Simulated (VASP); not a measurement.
# BN (Qingsongite) (F-43m) in VASP: single point with PBEsol

Aim: the single point of BN (Qingsongite) with PBEsol.

Program: VASP 6.6.1. These are calculated values, not measurements. Logs are shortened: lines on timing, memory, paths and dates and some standing lists are left out, and cuts for length are marked.

### 1 The cell of the first run

Symmetry: F-43m, No. 216, cubic system. Conventional cell: a = 3.615 Å, b = 3.615 Å, c = 3.615 Å, α = 90.00°, β = 90.00°, γ = 90.00°. Within 2.1 Å of B (site symmetry -43m) lie 4 N at 1.57 Å. N (site symmetry -43m) has 4 B at 1.57 Å within 2.1 Å.

### 2 Single point, PBEsol

The input, INCAR:

```
  PREC = Accurate
  ENCUT = 520
  EDIFF = 1E-6
  ISMEAR = 0
  SIGMA = 0.01
  LREAL = False
  LASPH = True
  NELM = 60
  ALGO = Normal
  ISIF = 2
  LWAVE = False
  LCHARG = False
  GGA = PS
  NBANDS = 11
```

The input, KPOINTS:

```
regular mesh
0
Gamma
  5 5 5
```

The input, POSCAR:

```
BN
1.0
    2.5561910000      0.0000000000      0.0000000000
    1.2780955000      2.2137263429      0.0000000000
    1.2780955000      0.7379087810      2.0871212117
B N
1 1
Direct
    0.0000000000      0.0000000000      0.0000000000
    0.2500000000      0.2500000000      0.2500000000
```

Potentials or basis: VASP PAW PBE potentials, release 64 (B, N).

Launch:

```
$ cat potpaw_PBE.64/B/POTCAR potpaw_PBE.64/N/POTCAR > POTCAR
$ mpirun -np 1 vasp_std > vasp.out
```

OUTCAR:

```text
PREC = Accurate
   ENCUT = 520
   EDIFF = 1E-6
   ISMEAR = 0
   LREAL = False
   LASPH = True
   NELM = 60
   ISIF = 2
   GGA = PS

 ion  position               nearest neighbor table
   1  0.000  0.000  0.000-   2 1.57   2 1.57   2 1.57   2 1.57
   2  0.250  0.250  0.250-   1 1.57   1 1.57   1 1.57   1 1.57

  LATTYP: Found a face centered cubic cell.
 ALAT       =     3.6149999802

  Lattice vectors:

 A1 = (   2.5561910000,   0.0000000000,   0.0000000000)
 A2 = (   1.2780955000,   2.2137263429,   0.0000000000)
 A3 = (   1.2780955000,   0.7379087810,   2.0871212117)

Analysis of symmetry for initial positions (statically):
=====================================================================
 Subroutine PRICEL returns:
 Original cell was already a primitive cell.

 Routine SETGRP: Setting up the symmetry group for a
 face centered cubic supercell.

 Subroutine GETGRP returns: Found 24 space group operations
 (whereof 24 operations were pure point group operations)
 out of a pool of 48 trial point group operations.

The static configuration has the point symmetry T_d .

Analysis of symmetry for dynamics (positions and initial velocities):
=====================================================================
 Subroutine PRICEL returns:
 Original cell was already a primitive cell.

 Routine SETGRP: Setting up the symmetry group for a
 face centered cubic supercell.

 Subroutine GETGRP returns: Found 24 space group operations
 (whereof 24 operations were pure point group operations)
 out of a pool of 48 trial point group operations.

The dynamic configuration has the point symmetry T_d .

 Subroutine INISYM returns: Found 24 space group operations
 (whereof 24 operations are pure point group operations),
 and found     1 'primitive' translations

----------------------------------------------------------------------------------------

                                     Primitive cell

  volume of cell :      11.8104

  direct lattice vectors                    reciprocal lattice vectors
     2.556191000  0.000000000  0.000000000     0.391207073 -0.225863509 -0.159709619
     1.278095500  2.213726343  0.000000000     0.000000000  0.451727018 -0.159709619
     1.278095500  0.737908781  2.087121212     0.000000000  0.000000000  0.479128857

  length of vectors
     2.556191000  2.556191000  2.556191000     0.479128857  0.479128857  0.479128857

  position of ions in fractional coordinates (direct lattice)
[... 70 lines left out ...]
   ISIF   =      2    stress and relaxation
   ISYM   =      2    0-nonsym 1-usesym 2-fastsym
   POTIM  = 0.5000    time-step for ionic-motion
   TEBEG  =    0.0;   TEEND  =   0.0 temperature during run
   PSTRESS=    0.0 pullay stress
   NELECT =       8.0000    total number of electrons
   NUPDOWN=      -1.0000    fix difference up-down
   EMIN   =  10.00;   EMAX   =-10.00  energy-range for DOS
   EFERMI =   0.00;   METHOD = LEGACY
   ISMEAR =     0;   SIGMA  =   0.01  broadening in eV -4-tet -1-fermi 0-gaus
   EFERMI_NEDOS =   21; number of points for ismear=-14 and -15
   IALGO  =     38    algorithm
   IMIX   =      4    mixing-type and parameters
     AMIX     =   0.40;   BMIX     =  1.00
     AMIX_MAG =   1.60;   BMIX_MAG =  1.00
  volume/ion in A,a.u.               =       5.91        39.85
  Fermi-wavevector in a.u.,A,eV,Ry     =   1.437749  2.716952 28.124920  2.067123
  Thomas-Fermi vector in A             =   2.556793
   LORBIT       =      0    0 simple, 1 ext, 2 COOP (PROOUT), +10 PAW based schemes
   GGA     = PS    functional components
   LHFCALC =     F    Hartree Fock is set to
   AEXX    =    0.0000 exact exchange contribution
   IVDW    =     0    specifies the selected vdW correction
   LEPSILON=     F    determine dielectric tensor
   LRPA    =     F    only Hartree local field effects (RPA)
 non-spin polarized calculation
 Gauss-broadening in eV      SIGMA  =   0.01
  energy-cutoff  :      520.00
  volume of cell :       11.81
 maximum number of plane-waves:       331
   NGX =  9   NGY =  9   NGZ =  9

 number of electron       7.9999999 magnetization

 Free energy of the ion-electron system (eV)
  ---------------------------------------------------
  ext. energy  EPLUGINS =         0.00000000
  ---------------------------------------------------
  free energy    TOTEN  =       -18.32908865 eV

  energy without entropy =      -18.32908865  energy(sigma->0) =      -18.32908865

 E-fermi :   7.5152     XC(G=0): -13.0139

 val. band max:        7.3731133468   @ k =   0.0000   0.0000   0.0000
 cond. band min:      12.1390098483   @ k =   0.4000   0.4000  -0.0000
 fundamental gap:      4.7658965015
 Fermi energy:         7.5151563557

 k-point     1 :       0.0000    0.0000    0.0000
  band No.  band energies     occupation
      1     -12.8843      2.00000
      2       7.3731      2.00000
      3       7.3731      2.00000
      4       7.3731      2.00000
      5      16.1265      0.00000
      6      16.1265      0.00000
      7      16.1265      0.00000
      8      17.6376      0.00000
      9      31.8742      0.00000
     10      35.0541      0.00000
     11      35.0541      0.00000
[... 113 lines left out ...]
 k-point    10 :      -0.4000    0.4000    0.2000
  band No.  band energies     occupation
      1      -7.6283      2.00000
      2      -0.7724      2.00000
      3       0.9467      2.00000
      4       2.4276      2.00000
      5      16.3088      0.00000
      6      19.5271      0.00000
      7      20.9846      0.00000
      8      24.1508      0.00000
      9      25.9916      0.00000
     10      32.8081      0.00000
     11      36.0251      0.00000

------------------------ aborting loop because EDIFF is reached ----------------------------------------

  FORCE on cell =-STRESS in cart. coord.  units (eV):
  Direction    XX          YY          ZZ          XY          YZ          ZX
  --------------------------------------------------------------------------------------
  -------------------------------------------------------------------------------------
  Total       -0.1611131     -0.1611131     -0.1611131     -0.0000000     -0.0000000     -0.0000000
  in kB      -21.8562991    -21.8562991    -21.8562991     -0.0000000     -0.0000000     -0.0000000
  external PRESSURE =     -21.8562991 kB  Pullay stress =       0.0000000 kB

 VOLUME and BASIS-vectors are now :
 -----------------------------------------------------------------------------
  energy-cutoff  :      520.00
  volume of cell :       11.81
      direct lattice vectors                 reciprocal lattice vectors
     2.556191000  0.000000000  0.000000000     0.391207073 -0.225863509 -0.159709619
     1.278095500  2.213726343  0.000000000     0.000000000  0.451727018 -0.159709619
     1.278095500  0.737908781  2.087121212     0.000000000  0.000000000  0.479128857

 POSITION                                       TOTAL-FORCE (eV/Angst)
 -----------------------------------------------------------------------------------
      0.00000      0.00000      0.00000        -0.000000      0.000000     -0.000000
      1.27810      0.73791      0.52178         0.000000     -0.000000      0.000000
 -----------------------------------------------------------------------------------
    total drift:                                0.000000      0.000000      0.000000

  FREE ENERGIE OF THE ION-ELECTRON SYSTEM (eV)
  ---------------------------------------------------
  free  energy   TOTEN  =       -18.3290886459 eV

  energy  without entropy=      -18.3290886459  energy(sigma->0) =      -18.32908865
```

stdout:

```text
POSCAR found type information on POSCAR B N
 POSCAR found :  2 types and       2 ions
 scaLAPACK will be used
 -----------------------------------------------------------------------------
|                                                                             |
|                                                                             |
|     You enforced a specific xc type in the INCAR file but a different       |
|     I HOPE YOU KNOW WHAT YOU ARE DOING!                                     |
|                                                                             |
 -----------------------------------------------------------------------------

 LDA part: xc-table for (Slater+PW92), standard interpolation
 POSCAR, INCAR and KPOINTS ok, starting setup
 FFT: planning ... GRIDC
 FFT: planning ... GRID_SOFT
 FFT: planning ... GRID
 WAVECAR not read
 entering main loop
```

It took 2.7 s on 1 thread of AMD EPYC 7R43 (Zen 3), shared host; peak memory 0.08 GiB.

What came out:

```yaml
Free_energy: -18.3291 eV
Pressure: -2.2 GPa
Band_gap_on_the_k_mesh: 4.77 eV, indirect (least direct gap 8.75 eV)
```

Levels at points of the mesh, in eV from the valence-band top:
| k point | band 1 | band 2 | band 3 | band 4 | band 5 | band 6 | band 7 | band 8 | band 9 |
| --- | --- | --- | --- | --- | --- | --- | --- | --- | --- |
| (0.00, 0.00, 0.00) | -20.26 | 0.00 | 0.00 | 0.00 | 8.75 | 8.75 | 8.75 | 10.26 | 24.50 |

Caveat: the k points lie up to 0.60 Å⁻¹ apart; the PAW data sets were made with another functional, which shifts forces and pressure a little.
